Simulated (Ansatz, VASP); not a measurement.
# La2H3: VASP beside Ansatz

```
La H
1.0
     3.83708    0.00000    0.00000
    -1.91854    3.32301    0.00000
     0.00000    0.00000    6.43138
La H
2 3
Cartesian
  1.9185 1.1077 4.8721
  0.0000 2.2153 1.5592
  1.9185 1.1077 2.4471
  0.0000 2.2153 3.9843
  0.0000 0.0000 0.0000
```

Alike in both runs: task single point; functional r2SCAN; k mesh 12 × 12 × 6; occupations gaussian, width 0.1 eV; no spin polarisation.

|  | VASP | Ansatz |
| --- | --- | --- |
| version | VASP 6.6.1 | Ansatz 0.2.0 |
| potentials or method | VASP PAW PBE potentials, release 64 (La, H), cutoff 520 eV | scalar-relativistic, plane waves, PAW |
| valence electrons in the cell | 25 | 25 |

```tsv
	VASP	Ansatz	Ansatz less VASP
gap on the k mesh at the Fermi level (eV)	none	none	-
pressure (GPa)	-0.1	0.1	+0.15
traceless stress, the component that is largest in VASP (GPa)	-0.10	-0.12	-0.015
rms of the force components (eV/Å)	0.012	0.011	-0.0015
```

VASP's potentials were made for PBE, not for r2SCAN. Atom by atom the forces differ by 0.002 eV/Å (rms over components). A gap of «none» marks a metal or a gap that the smearing closes.

Spin-orbit coupling is off throughout.
